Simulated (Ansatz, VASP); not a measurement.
## Ge in VASP and in Ansatz

```
CELL_PARAMETERS angstrom
3.89500 0.00000 0.00000
-1.94750 3.37317 0.00000
0.00000 0.00000 28.00000
ATOMIC_POSITIONS crystal
Ge 0.33333 0.66667 0.51020
Ge 0.66667 0.33333 0.48980
```

Alike in both runs: task single point; functional LDA; k mesh 12 × 12 × 1; occupations gaussian, width 0.1 eV; no spin polarisation.

|  | VASP | Ansatz |
| --- | --- | --- |
| version | VASP 6.6.1 | Ansatz 0.2.0 |
| potentials or method | VASP PAW LDA potentials, release 64 (Ge_d), cutoff 520 eV | scalar-relativistic, plane waves, PAW |
| valence electrons in the cell | 28 | 28 |

Ansatz gave:

| Property | Result |
| --- | --- |
| gap on the k mesh at the Fermi level (eV) | none |
| rms of the force components (eV/Å) | 0.176 |

Problem. Estimate VASP's values.

Solution. gap on the k mesh at the Fermi level (eV): none; rms of the force components (eV/Å): 0.182.

Ansatz warns that its potentials were made for another functional, while VASP's fit it. LDA's correlation is that of Perdew and Zunger in VASP and of Perdew and Wang (1992) in Ansatz. Atom by atom the forces differ by 0.005 eV/Å (rms over components). A gap of «none» marks a metal or a gap that the smearing closes. Ansatz's warnings: xc potential rough in thin density.
